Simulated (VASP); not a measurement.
Write the native input for VASP 6.6.1 that does the following.

- Task: electric field gradients
- Functional: PBE
- Potentials or basis: VASP PAW PBE potentials, release 64 (Co, O)
- Cutoff: 520 eV
- k mesh: 15 × 15 × 15
- Occupations: fermi-dirac, width 0.05 eV
- Spin: collinear spin, ferromagnetic start
- Starting moments: [2.0, 0.0] μB
- Dipole correction: no
- Further INCAR settings: ALGO = Normal; EDIFF = 1e-08; NBANDS = 18

The structure of CoO lies in POSCAR:

```
CoO
1.0
    0.0000000000      2.1733047310      2.1733047310
    2.1733047310      0.0000000000      2.1733047310
    2.1733047310      2.1733047310      0.0000000000
Co O
1 1
Direct
    0.0000000000      0.0000000000      0.0000000000
    0.5000000000      0.5000000000      0.5000000000
```

This cell differs from its parent crystal: volume scaled by 1.06.

The input as run:

INCAR

```
ALGO = Normal
EDIFF = 1E-8
ENCUT = 520
GGA = PE
ISIF = 2
ISMEAR = -1
ISPIN = 2
LASPH = T
LCHARG = F
LEFG = T
LMAXMIX = 4
LORBIT = 11
LREAL = F
LWAVE = F
MAGMOM = 2 0
NBANDS = 18
NELM = 150
PREC = Accurate
SIGMA = 0.05
```

KPOINTS

```
k-points
0
Gamma
  15 15 15
```

Potentials or basis: VASP PAW PBE potentials, release 64 (Co, O).

Run with:

```bash
$ cat potpaw_PBE.64/Co/POTCAR potpaw_PBE.64/O/POTCAR > POTCAR
$ mpirun -np 1 vasp_std > vasp.out
```

Results of the run:

```
Pressure                                              : -10.9 GPa
Band gap on the k mesh                                : zero (filled and empty bands overlap)
Net moment                                            : 2.99 μB per cell
Site moments                                          : Co +2.62; O +0.32 μB
Valence electrons inside the program's atomic spheres : Co 7.70; O 4.95
```

Caveat: without QUAD_EFG the Cq values of the log hold for a quadrupole moment of 1 mb, not for the nuclei; a cell with one magnetic atom can't hold antiferromagnetic order, which such compounds often take; semilocal functionals often make such compounds metallic where correlation or magnetic order opens a gap, which also shifts bond lengths.

Wall time 68 s on 1 thread of Intel Xeon 6975P-C, with other jobs on the host, peak memory 0.2 GiB.
